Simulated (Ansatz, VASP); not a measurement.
Two plane-wave programs on BP

```
B P
1.0
     0.00000    2.25368    2.25368
     2.25368    0.00000    2.25368
     2.25368    2.25368    0.00000
B P
1 1
Direct
  0.00000 0.00000 0.00000
  0.25000 0.25000 0.25000
```

Alike in both runs: functional PBE; dispersion D3(BJ); k mesh 10 × 10 × 10; occupations gaussian, width 0.02 eV; no spin polarisation.

Ansatz relaxed the structure, and its values are those at the end. VASP's run is a single point on that final structure, the one shown.

|  | VASP | Ansatz |
| --- | --- | --- |
| version | VASP 6.6.1 | Ansatz 0.2.0 |
| potentials or method | VASP PAW PBE potentials, release 64 (B, P), cutoff 500 eV | scalar-relativistic, plane waves, PAW |
| valence electrons in the cell | 8 | 8 |

|  | VASP | Ansatz | Ansatz less VASP |
| --- | --- | --- | --- |
| gap on the k mesh at the Fermi level (eV) | 1.21 | 1.22 | +0.004 |
| least direct gap on the mesh (eV) | 3.43 | 3.44 | +0.004 |
| pressure (GPa) | -0.2 | 0.0 | +0.24 |
